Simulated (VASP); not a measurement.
# Ho2O (P6_3/mmc) in VASP: notebook

Ho2O is run at these levels: PBE; tasks: single point, relaxation of cell and atoms.

All numbers are computed with VASP 6.6.1; they aren't measurements. Logs are shortened: lines on timing, memory, paths and dates and some standing lists are left out, and cuts for length are marked.

## Step 1: The cell of the first run

Symmetry: P6_3/mmc, No. 194, hexagonal system. Conventional cell: a = 3.750 Å, b = 3.750 Å, c = 11.045 Å, α = 90.00°, β = 90.00°, γ = 120.00°. Ho (site symmetry -6m2) has 3 O at 2.16 Å within 2.9 Å. Within 3.6 Å of Ho (site symmetry -3m) lie 2 O at 2.76 Å and 6 Ho at 3.51 Å. Within 2.9 Å of O (site symmetry -6m2) lie 5 Ho at 2.16 to 2.76 Å.

The cell was generated, and may not be a known phase.

## Step 2: Single point, PBE

The input, INCAR:

```
SYSTEM = Ho2O
ALGO = Normal
EDIFF = 1E-6
ENCUT = 600
GGA = PE
GGA_COMPAT = .FALSE.
ISIF = 2
ISMEAR = 0
LASPH = .TRUE.
LCHARG = .FALSE.
LMAXMIX = 6
LREAL = .FALSE.
LWAVE = .FALSE.
NBANDS = 33
NELM = 200
PREC = Accurate
SIGMA = 0.1
```

The input, KPOINTS:

```
k-points
0
G
  6 6 2
  0 0 0
```

The input, POSCAR:

```
Ho2O
1.0
    3.7496613507      0.0000000000      0.0000000000
   -1.8748306754      3.2473019853      0.0000000000
    0.0000000000      0.0000000000     11.0454435727
Ho O
4 2
Direct
    0.6666666667      0.3333333333      0.2500000000
    0.3333333333      0.6666666667      0.7500000000
    0.0000000000      0.0000000000      0.0000000000
    0.0000000000      0.0000000000      0.5000000000
    0.0000000000      0.0000000000      0.2500000000
    0.0000000000      0.0000000000      0.7500000000
```

Potentials or basis: VASP PAW PBE potentials, release 64 (Ho_3, O), 4f in core.

On the command line:

```
> cat potpaw_PBE.64/Ho_3/POTCAR potpaw_PBE.64/O/POTCAR > POTCAR
> mpirun -np 1 vasp_std > vasp.out
```

OUTCAR:

```text
SYSTEM = Ho2O
   EDIFF = 1E-6
   ENCUT = 600
   GGA = PE
   ISIF = 2
   ISMEAR = 0
   LASPH = .TRUE.
   LREAL = .FALSE.
   NELM = 200
   PREC = Accurate

 ion  position               nearest neighbor table
   1  0.667  0.333  0.250-   5 2.16   5 2.16   5 2.16   3 3.51   4 3.51   4 3.51   3 3.51   4 3.51
                             3 3.51
   2  0.333  0.667  0.750-   6 2.16   6 2.16   6 2.16   3 3.51   4 3.51   4 3.51   3 3.51   4 3.51
                             3 3.51
   3  0.000  0.000  0.000-   5 2.76   6 2.76   1 3.51   2 3.51   1 3.51   2 3.51   1 3.51   2 3.51

   4  0.000  0.000  0.500-   5 2.76   6 2.76   1 3.51   2 3.51   1 3.51   2 3.51   1 3.51   2 3.51

   5  0.000  0.000  0.250-   1 2.16   1 2.16   1 2.16   4 2.76   3 2.76
   6  0.000  0.000  0.750-   2 2.16   2 2.16   2 2.16   4 2.76   3 2.76

  LATTYP: Found a hexagonal cell.
 ALAT       =     3.7496613507
 C/A-ratio  =     2.9457176368

  Lattice vectors:

 A1 = (   3.7496613507,   0.0000000000,   0.0000000000)
 A2 = (  -1.8748306754,   3.2473019853,   0.0000000000)
 A3 = (   0.0000000000,   0.0000000000,  11.0454435727)

Analysis of symmetry for initial positions (statically):
=====================================================================
 Subroutine PRICEL returns:
 Original cell was already a primitive cell.

 Routine SETGRP: Setting up the symmetry group for a
 hexagonal supercell.

 Subroutine GETGRP returns: Found 24 space group operations
 (whereof 12 operations were pure point group operations)
 out of a pool of 24 trial point group operations.

The static configuration has the point symmetry D_3d.
 The point group associated with its full space group is D_6h.

Analysis of symmetry for dynamics (positions and initial velocities):
=====================================================================
 Subroutine PRICEL returns:
 Original cell was already a primitive cell.

 Routine SETGRP: Setting up the symmetry group for a
 hexagonal supercell.

 Subroutine GETGRP returns: Found 24 space group operations
 (whereof 12 operations were pure point group operations)
 out of a pool of 24 trial point group operations.

The dynamic configuration has the point symmetry D_3d.
 The point group associated with its full space group is D_6h.

 Subroutine INISYM returns: Found 24 space group operations
 (whereof 12 operations are pure point group operations),
 and found     1 'primitive' translations

----------------------------------------------------------------------------------------

                                     Primitive cell

  volume of cell :     134.4924

  direct lattice vectors                    reciprocal lattice vectors
     3.749661351  0.000000000  0.000000000     0.266690751  0.153973977  0.000000000
    -1.874830675  3.247301985  0.000000000     0.000000000  0.307947953  0.000000000
     0.000000000  0.000000000 11.045443573     0.000000000  0.000000000  0.090535069

  length of vectors
     3.749661351  3.749661351 11.045443573     0.307947953  0.307947953  0.090535069

  position of ions in fractional coordinates (direct lattice)
     0.666666667  0.333333333  0.250000000
     0.333333333  0.666666667  0.750000000
     0.000000000  0.000000000  0.000000000
     0.000000000  0.000000000  0.500000000
     0.000000000  0.000000000  0.250000000
     0.000000000  0.000000000  0.750000000

  ion indices of the primitive-cell ions
   primitive index   ion index
                 1           1
                 2           2
                 3           3
                 4           4
                 5           5
                 6           6

----------------------------------------------------------------------------------------

 KPOINTS: k-points

Automatic generation of k-mesh.
 Grid dimensions read from file:
 generate k-points for:    6    6    2

 Generating k-lattice:

  Cartesian coordinates                     Fractional coordinates (reciprocal lattice)
     0.044448458  0.025662329  0.000000000     0.166666667 -0.000000000  0.000000000
     0.000000000  0.051324659  0.000000000     0.000000000  0.166666667  0.000000000
     0.000000000  0.000000000  0.045267535     0.000000000  0.000000000  0.500000000

  Length of vectors
     0.051324659  0.051324659  0.045267535

  Shift w.r.t. Gamma in fractional coordinates (k-lattice)
     0.000000000  0.000000000  0.000000000

 Subroutine IBZKPT returns following result:
 ===========================================

 Found     14 irreducible k-points:

 Following reciprocal coordinates:
            Coordinates               Weight
  0.000000  0.000000  0.000000      1.000000
  0.166667  0.000000  0.000000      6.000000
  0.333333 -0.000000  0.000000      6.000000
  0.500000  0.000000  0.000000      3.000000
  0.166667  0.166667  0.000000      6.000000
  0.333333  0.166667  0.000000     12.000000
  0.333333  0.333333  0.000000      2.000000
  0.000000  0.000000  0.500000      1.000000
  0.166667  0.000000  0.500000      6.000000
  0.333333 -0.000000  0.500000      6.000000
  0.500000  0.000000  0.500000      3.000000
  0.166667  0.166667  0.500000      6.000000
  0.333333  0.166667  0.500000     12.000000
  0.333333  0.333333  0.500000      2.000000
   k-points           NKPTS =     14   k-points in BZ     NKDIM =     14   number of bands    NBANDS=     33
   number of dos      NEDOS =    301   number of ions     NIONS =      6
   total plane-waves  NPLWV =  81000
   dimension x,y,z NGX =    30 NGY =   30 NGZ =   90
   dimension x,y,z NGXF=    60 NGYF=   60 NGZF=  180
   ions per type =               4   2
   NGX,Y,Z   is equivalent  to a cutoff of  13.30, 13.30, 13.55 a.u.
   NGXF,Y,Z  is equivalent  to a cutoff of  26.60, 26.60, 27.09 a.u.
 SYSTEM =  Ho2O
   PREC   = accura    normal or accurate (medium, high low for compatibility)
   ISTART =      0    job   : 0-new  1-cont  2-samecut
   ICHARG =      2    charge: 1-file 2-atom 10-const
   ISPIN  =      1    spin polarized calculation?
   LNONCOLLINEAR =      F non collinear calculations
   LSORBIT =      F    spin-orbit coupling
   LASPH  =      T    aspherical Exc in radial PAW
   ENCUT  =  600.0 eV  44.10 Ry    6.64 a.u.   7.49  7.49 22.06*2*pi/ulx,y,z
   NELM   =    200;   NELMIN=  2; NELMDL= -5     # of ELM steps
   EDIFF  = 0.1E-05   stopping-criterion for ELM
   LREAL  =      F    real-space projection
[... 7 lines left out ...]
   TEBEG  =    0.0;   TEEND  =   0.0 temperature during run
   PSTRESS=    0.0 pullay stress
   NELECT =      48.0000    total number of electrons
   NUPDOWN=      -1.0000    fix difference up-down
   EMIN   =  10.00;   EMAX   =-10.00  energy-range for DOS
   EFERMI =   0.00;   METHOD = LEGACY
   ISMEAR =     0;   SIGMA  =   0.10  broadening in eV -4-tet -1-fermi 0-gaus
   EFERMI_NEDOS =   21; number of points for ismear=-14 and -15
   IALGO  =     38    algorithm
   IMIX   =      4    mixing-type and parameters
     AMIX     =   0.40;   BMIX     =  1.00
     AMIX_MAG =   1.60;   BMIX_MAG =  1.00
  volume/ion in A,a.u.               =      22.42       151.27
  Fermi-wavevector in a.u.,A,eV,Ry     =   1.161242  2.194429 18.347215  1.348482
  Thomas-Fermi vector in A             =   2.297816
   LORBIT       =      0    0 simple, 1 ext, 2 COOP (PROOUT), +10 PAW based schemes
   GGA     = PE    functional components
   LHFCALC =     F    Hartree Fock is set to
   AEXX    =    0.0000 exact exchange contribution
   IVDW    =     0    specifies the selected vdW correction
   LEPSILON=     F    determine dielectric tensor
   LRPA    =     F    only Hartree local field effects (RPA)
 non-spin polarized calculation
 Gauss-broadening in eV      SIGMA  =   0.10
  energy-cutoff  :      600.00
  volume of cell :      134.49
 maximum number of plane-waves:      4510
 NGX is ok and might be reduce to    30
   NGX = 15   NGY = 15   NGZ = 45

 number of electron      48.0000000 magnetization

 Free energy of the ion-electron system (eV)
  ---------------------------------------------------
  ext. energy  EPLUGINS =         0.00000000
  ---------------------------------------------------
  free energy    TOTEN  =       -39.00595326 eV

  energy without entropy =      -38.97028533  energy(sigma->0) =      -38.98811929

 E-fermi :   3.5086     XC(G=0): -10.0646

 val. band max:        3.4960906136   @ k =   0.3333   0.1667   0.5000
 cond. band min:       3.5979656746   @ k =   0.3333  -0.0000   0.0000
 fundamental gap:      0.1018750610
 Fermi energy:         3.5085609328

 k-point     1 :       0.0000    0.0000    0.0000
  band No.  band energies     occupation
      1     -21.0603      2.00000
      2     -20.9827      2.00000
      3     -20.6522      2.00000
      4     -20.6522      2.00000
      5     -20.6451      2.00000
      6     -20.6451      2.00000
[... 25 lines left out ...]
     32       6.4313      0.00000
     33       6.4477      0.00000

 k-point     2 :       0.1667    0.0000    0.0000
  band No.  band energies     occupation
      1     -21.0291      2.00000
      2     -21.0250      2.00000
      3     -20.7280      2.00000
      4     -20.7210      2.00000
      5     -20.6706      2.00000
      6     -20.6608      2.00000
[... 25 lines left out ...]
     32       6.8481      0.00000
     33       7.0113      0.00000

 k-point     3 :       0.3333   -0.0000    0.0000
  band No.  band energies     occupation
      1     -21.2148      2.00000
      2     -20.9657      2.00000
      3     -20.9313      2.00000
      4     -20.8723      2.00000
      5     -20.8382      2.00000
      6     -20.7075      2.00000
[... 25 lines left out ...]
     32       6.8003      0.00000
     33       7.3994      0.00000

 k-point     4 :       0.5000    0.0000    0.0000
  band No.  band energies     occupation
      1     -21.3546      2.00000
      2     -21.1313      2.00000
      3     -20.9596      2.00000
      4     -20.9113      2.00000
      5     -20.9051      2.00000
      6     -20.7259      2.00000
[... 313 lines left out ...]
     32       6.7712      0.00000
     33       7.3426      0.00000

 k-point    13 :       0.3333    0.1667    0.5000
  band No.  band energies     occupation
      1     -21.2365      2.00000
      2     -21.2365      2.00000
      3     -20.8960      2.00000
      4     -20.8960      2.00000
      5     -20.7693      2.00000
      6     -20.7693      2.00000
[... 25 lines left out ...]
     32       6.8478      0.00000
     33       7.1693      0.00000

 k-point    14 :       0.3333    0.3333    0.5000
  band No.  band energies     occupation
      1     -21.2692      2.00000
      2     -21.2692      2.00000
      3     -20.8665      2.00000
      4     -20.8665      2.00000
      5     -20.8265      2.00000
      6     -20.8265      2.00000
[... 25 lines left out ...]
     32       6.4890      0.00000
     33       7.3179      0.00000

------------------------ aborting loop because EDIFF is reached ----------------------------------------

  FORCE on cell =-STRESS in cart. coord.  units (eV):
  Direction    XX          YY          ZZ          XY          YZ          ZX
  --------------------------------------------------------------------------------------
  -------------------------------------------------------------------------------------
  Total        1.1921920      1.1921920      0.0400860     -0.0000000     -0.0000000      0.0000000
  in kB       14.2023071     14.2023071      0.4775346     -0.0000000     -0.0000000      0.0000000
  external PRESSURE =       9.6273829 kB  Pullay stress =       0.0000000 kB

 VOLUME and BASIS-vectors are now :
 -----------------------------------------------------------------------------
  energy-cutoff  :      600.00
  volume of cell :      134.49
      direct lattice vectors                 reciprocal lattice vectors
     3.749661351  0.000000000  0.000000000     0.266690751  0.153973977  0.000000000
    -1.874830675  3.247301985  0.000000000     0.000000000  0.307947953  0.000000000
     0.000000000  0.000000000 11.045443573     0.000000000  0.000000000  0.090535069

 POSITION                                       TOTAL-FORCE (eV/Angst)
 -----------------------------------------------------------------------------------
      1.87483      1.08243      2.76136        -0.000000      0.000000      0.000000
     -0.00000      2.16487      8.28408         0.000000     -0.000000     -0.000000
      0.00000      0.00000      0.00000        -0.000000      0.000000      0.000000
      0.00000      0.00000      5.52272        -0.000000      0.000000      0.000000
      0.00000      0.00000      2.76136        -0.000000     -0.000000      0.000000
      0.00000      0.00000      8.28408         0.000000      0.000000     -0.000000
 -----------------------------------------------------------------------------------
    total drift:                                0.000000     -0.000000      0.000000

  FREE ENERGIE OF THE ION-ELECTRON SYSTEM (eV)
  ---------------------------------------------------
  free  energy   TOTEN  =       -39.0059532626 eV

  energy  without entropy=      -38.9702853257  energy(sigma->0) =      -38.98811929
```

It took 2.2 min on 1 thread of Intel Xeon 6975P-C (Granite Rapids), shared host; peak memory 0.29 GiB.

What came out:

| Item | Value |
| --- | --- |
| Free energy | -39.0060 eV |
| Pressure | 1.0 GPa |
| Band gap on the k mesh | zero (bands 24 and 25 overlap by 1.45 eV) |

Stress tensor (GPa, compression positive):
```
1.42 0.00 0.00
0.00 1.42 0.00
0.00 0.00 0.05
```

Levels at points of the mesh, in eV from the Fermi level:
```tsv
k point	band 21	band 22	band 23	band 24	band 25	band 26	band 27	band 28
(0.00, 0.00, 0.00)	-4.25	-2.85	-0.82	1.19	1.37	1.37	1.96	1.96
(0.50, 0.00, 0.00)	-1.66	-1.04	-0.51	-0.28	-0.24	0.46	1.09	1.97
(0.00, 0.00, 0.50)	-3.56	-3.56	0.23	0.23	1.63	1.63	1.63	1.63
(0.50, 0.00, 0.50)	-1.33	-1.33	-0.60	-0.60	0.29	0.29	1.54	1.54
```

Caveat: spin-orbit coupling is left out, which moves the levels of the heavy elements; the 4f electrons are frozen in the core, so they carry no moment and show no levels; the run has no spin polarisation, though such a crystal can be magnetic.

## Step 3: Relaxation of cell and atoms, PBE

This run uses another cell than the first one, of 17.64 Å³/atom.

The input, INCAR:

```
SYSTEM = Ho2O
PREC     = Accurate       ! precision mode
ENCUT    = 600            ! plane-wave cutoff, eV
EDIFF    = 1E-7           ! SCF threshold, eV
ISMEAR   = 0              ! smearing method
SIGMA    = 0.2            ! smearing width, eV
LREAL    = .FALSE.        ! projectors in reciprocal space
LASPH    = .TRUE.         ! aspherical terms in the spheres
NELM     = 200            ! most SCF steps
ALGO     = Normal         ! electronic algorithm
ISIF     = 3              ! what is computed and relaxed
LWAVE    = .FALSE.        ! write WAVECAR
LCHARG   = .FALSE.        ! write CHGCAR
GGA      = PE             ! functional
IBRION   = 2              ! ionic algorithm
NSW      = 36             ! ionic steps
EDIFFG   = -0.08          ! ionic threshold
GGA_COMPAT= .FALSE.      
NELMIN   = 4            
LMAXMIX  = 6              ! l up to which the mixer works
```

The input, KPOINTS:

```
regular mesh
0
G
  4 4 3
  0 0 0
```

The input, POSCAR:

```
Ho2O
1.0
    4.5830646800      0.0000000000      0.0000000000
   -2.2915323400      3.9690504400      0.0000000000
    0.0000000000      0.0000000000      5.8181120800
Ho O
4 2
Direct
    0.3333333300      0.6666666700      0.2500000000
    0.6666666700      0.3333333300      0.7500000000
    0.0000000000      0.0000000000      0.5000000000
    0.0000000000      0.0000000000      0.0000000000
    0.6666666700      0.3333333300      0.2500000000
    0.3333333300      0.6666666700      0.7500000000
```

Potentials or basis: VASP PAW PBE potentials, release 64 (Ho_3, O), 4f in core.

On the command line:

```
> cat potpaw_PBE.64/Ho_3/POTCAR potpaw_PBE.64/O/POTCAR > POTCAR
> mpirun -np 1 vasp_std > vasp.out
```

Wall time 20 min (1 thread of Intel Xeon 6975P-C (Granite Rapids), shared host); peak memory 0.28 GiB.

The run converged. Its results:

```yaml
Free_energy: -30.0115 eV
Relaxed_volume: 21.48 Å³/atom
Relaxed_cell: a = 5.500 Å, b = 5.500 Å, c = 4.920 Å, α = 90.00°, β = 90.00°, γ = 120.00°
Space_group_after_relaxing_to_0.1_Å: P6_3/mmc (No. 194)
Pressure_after_relaxing: -0.1 GPa
Band_gap_on_the_k_mesh: zero (bands 24 and 25 overlap by 0.47 eV)
```

Stress tensor (GPa, compression positive):
```
-0.05  0.00  0.00
 0.00 -0.05  0.00
 0.00  0.00 -0.25
```

Final structure:
```xyz
6
Lattice="5.4996 0.0000 0.0000 -2.7498 4.7628 0.0000 0.0000 0.0000 4.9196" Properties=species:S:1:pos:R:3 pbc="T T T"
Ho    0.0000    3.1752    1.2299
Ho    2.7498    1.5876    3.6897
Ho    0.0000    0.0000    2.4598
Ho    0.0000    0.0000    0.0000
O     2.7498    1.5876    1.2299
O     0.0000    3.1752    3.6897
```

Levels at points of the mesh, in eV from the Fermi level:
| k point | band 21 | band 22 | band 23 | band 24 | band 25 | band 26 | band 27 | band 28 |
| --- | --- | --- | --- | --- | --- | --- | --- | --- |
| (0.00, 0.00, 0.00) | -3.15 | -1.41 | -1.41 | -0.66 | 0.20 | 0.20 | 1.39 | 1.64 |
| (0.50, 0.00, 0.00) | -1.88 | -1.36 | -1.16 | -0.61 | -0.06 | 0.03 | 0.13 | 0.72 |

Caveat: the k points lie up to 0.43 Å⁻¹ apart in the final cell; the volume moved by over 15 % at a fixed basis, so the end points are rough; spin-orbit coupling is left out, which moves the levels of the heavy elements; the 4f electrons are frozen in the core, so they carry no moment and show no levels; the run has no spin polarisation, though such a crystal can be magnetic. With open d or f shells a metallic result of PBE can be an artefact of self-interaction; +U or a hybrid may open a gap.

The gap in the log of VASP goes by the Fermi energy; the results here count the filled bands.